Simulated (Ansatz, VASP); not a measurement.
**ZnS in VASP and in Ansatz**

```
Zn S
1.0
     0.00000   -2.70465   -2.70465
     0.00000    2.70465   -2.70465
     5.40930    0.00000    0.00000
Zn S
2 2
Cartesian
  2.7046 -0.0265 -2.7312
  0.0000 0.0265 0.0265
  1.3523 1.3362 -1.3685
  4.0570 -1.3362 -1.3362
```

Change from the starting cell: mode 4 (93.6 1/cm) frozen in, largest displacement +0.037 Å.

Alike in both runs: task single point; functional r2SCAN; k mesh 6 × 6 × 4; occupations gaussian, width 0.05 eV; no spin polarisation.

|  | VASP | Ansatz |
| --- | --- | --- |
| version | VASP 6.6.1 | Ansatz 0.2.0 |
| potentials or method | VASP PAW PBE potentials, release 64 (Zn, S), cutoff 520 eV | scalar-relativistic, plane waves, PAW |
| valence electrons in the cell | 36 | 36 |

Ansatz gave:

| Property | Result |
| --- | --- |
| gap on the k mesh at the Fermi level (eV) | 2.65 |
| least direct gap on the mesh (eV) | 2.65 |
| pressure (GPa) | -0.9 |
| traceless stress, the component that is largest in VASP (GPa) | -0.01 |
| rms of the force components (eV/Å) | 0.034 |

Question: What did VASP give for the same quantities?

Answer: gap on the k mesh at the Fermi level (eV): 2.66; least direct gap on the mesh (eV): 2.66; pressure (GPa): -0.8; traceless stress, the component that is largest in VASP (GPa): 0.06; rms of the force components (eV/Å): 0.034.

VASP's potentials were made for PBE, not for r2SCAN. Atom by atom the forces differ by 0.001 eV/Å (rms over components).
